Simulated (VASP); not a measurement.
# CsH (I4/mmm) in VASP: notebook, part 2 of 2

VASP 6.6.1. The steps go on from the part before.

### Step 4. Single point, LDA (uniaxial strain along c: -4.0 %, then relaxed in part)

Input file INCAR:

```
  PREC = Accurate
  ENCUT = 520
  EDIFF = 1E-6
  ISMEAR = 0
  SIGMA = 0.02
  LREAL = F
  LASPH = T
  NELM = 60
  ALGO = Normal
  ISIF = 2
  LWAVE = F
  LCHARG = F
  NBANDS = 18
```

Input file KPOINTS:

```
Automatic mesh
0
Gamma
  6 6 6
```

Input file POSCAR:

```
CsH
1.0
    3.0514319718      3.0514319718      0.0000000000
   -3.0514319718      3.0514319718      0.0000000000
    0.0000000000      0.0000000000      5.8581470035
Cs H
2 2
Direct
    0.0000000000      0.0000000000      0.0000000000
    0.5000000000      0.5000000000      0.5000000000
    0.5000000000      0.5000000000      0.0000000000
    0.0000000000      0.0000000000      0.5000000000
```

Run with:

```bash
$ cat potpaw_LDA.64/Cs_sv/POTCAR potpaw_LDA.64/H/POTCAR > POTCAR
$ mpirun -np 1 vasp_std > vasp.out
```

Wall time 98 s (1 thread of Intel Xeon 8259CL, shared host); peak memory 0.22 GiB.

It converged, with:

| Property | Result |
| --- | --- |
| Free energy | -9.8220 eV |
| Pressure | 0.6 GPa |
| Band gap on the k mesh | 1.64 eV |

Stress tensor (GPa, compression positive):
```
0.06 0.00 0.00
0.00 0.06 0.00
0.00 0.00 1.76
```

Levels at points of the mesh, in eV from the valence-band top:
```
           k point  band 7  band 8  band 9  band 10  band 11  band 12  band 13  band 14
(0.00, 0.00, 0.00)   -7.87   -7.83   -2.28    -1.83     2.31     4.82     4.82     5.05
(0.50, 0.00, 0.00)   -8.06   -8.06   -0.73    -0.73     2.81     2.81     3.96     3.96
(0.50, 0.50, 0.00)   -8.25   -8.25   -1.81    -1.81     2.45     2.45     5.86     5.86
(0.00, 0.00, 0.50)   -8.12   -8.12   -1.23    -1.23     3.26     3.26     4.36     4.36
(0.50, 0.00, 0.50)   -7.96   -7.96    0.00     0.00     1.64     1.64     4.22     4.22
(0.50, 0.50, 0.50)   -8.42   -8.42   -1.02    -1.02     3.91     3.91     3.91     3.91
```

Caveat: the cell differs from its parent crystal (uniaxial strain along c: -4.0 %, then relaxed in part); spin-orbit coupling is left out, which moves the levels of the heavy elements.

### Step 5. Single point, LDA

This run uses another cell than the first one, of 27.27 Å³/atom.

Input file INCAR:

```
SYSTEM = CsH
ALGO = Normal
EDIFF = 1E-6
ENCUT = 520
GGA = CA
ISIF = 2
ISMEAR = 0
LASPH = .TRUE.
LCHARG = .TRUE.
LELF = .TRUE.
LREAL = .FALSE.
LVHAR = .TRUE.
LWAVE = .FALSE.
NBANDS = 18
NELM = 80
PREC = Accurate
SIGMA = 0.02
```

Input file KPOINTS:

```
k-points
0
G
  6 6 6
  0 0 0
```

POSCAR is that of step 4.

Potentials or basis: VASP PAW LDA potentials, release 64 (Cs_sv, H).

Run with:

```bash
$ cat potpaw_LDA.64/Cs_sv/POTCAR potpaw_LDA.64/H/POTCAR > POTCAR
$ mpirun -np 1 vasp_std > vasp.out
```

OUTCAR:

```text
SYSTEM = CsH
   EDIFF = 1E-6
   ENCUT = 520
   GGA = CA
   ISIF = 2
   ISMEAR = 0
   LASPH = .TRUE.
   LREAL = .FALSE.
   NELM = 80
   PREC = Accurate

 ion  position               nearest neighbor table
   1  0.000  0.000  0.000-
   2  0.500  0.500  0.500-
   3  0.500  0.500  0.000-
   4  0.000  0.000  0.500-

  LATTYP: Found a simple tetragonal cell.
 ALAT       =     4.3153764792
 C/A-ratio  =     1.3575054301

[... 716 lines left out ...]

  FORCE on cell =-STRESS in cart. coord.  units (eV):
  Direction    XX          YY          ZZ          XY          YZ          ZX
  --------------------------------------------------------------------------------------
  -------------------------------------------------------------------------------------
  Total        0.0434382      0.0434382      1.1963833      0.0000000      0.0000000      0.0000000
  in kB        0.6379469      0.6379469     17.5704658      0.0000000      0.0000000      0.0000000
  external PRESSURE =       6.2821199 kB  Pullay stress =       0.0000000 kB

 VOLUME and BASIS-vectors are now :
 -----------------------------------------------------------------------------
  energy-cutoff  :      520.00
  volume of cell :      109.09
      direct lattice vectors                 reciprocal lattice vectors
     3.051431972  3.051431972  0.000000000     0.163857495  0.163857495  0.000000000
    -3.051431972  3.051431972  0.000000000    -0.163857495  0.163857495  0.000000000
     0.000000000  0.000000000  5.858147004     0.000000000  0.000000000  0.170702442

 POSITION                                       TOTAL-FORCE (eV/Angst)
 -----------------------------------------------------------------------------------
      0.00000      0.00000      0.00000        -0.000000     -0.000000      0.000000
      0.00000      3.05143      2.92907         0.000000      0.000000     -0.000000
      0.00000      3.05143      0.00000         0.000000      0.000000      0.000000
      0.00000      0.00000      2.92907         0.000000      0.000000      0.000000
 -----------------------------------------------------------------------------------
    total drift:                               -0.000000      0.000000     -0.000000

  FREE ENERGIE OF THE ION-ELECTRON SYSTEM (eV)
  ---------------------------------------------------
  free  energy   TOTEN  =        -9.8219898507 eV

  energy  without entropy=       -9.8219898507  energy(sigma->0) =       -9.82198985
```

stdout:

```text
POSCAR found type information on POSCAR CsH
 POSCAR found :  2 types and       4 ions
 scaLAPACK will be used
 LDA part: xc-table for (Slater(with rela. corr.)+CA(PZ))
 , standard interpolation
 POSCAR, INCAR and KPOINTS ok, starting setup
 FFT: planning ... GRIDC
 FFT: planning ... GRID_SOFT
 FFT: planning ... GRID
 WAVECAR not read
 entering main loop
```

Wall time 1.7 min (1 thread of Intel Xeon 8259CL, shared host); peak memory 0.21 GiB.

What came out:

| Quantity | Value |
| --- | --- |
| Free energy | -9.8220 eV |
| Pressure | 0.6 GPa |
| Band gap on the k mesh | 1.64 eV |

Caveat: spin-orbit coupling is left out, which moves the levels of the heavy elements.
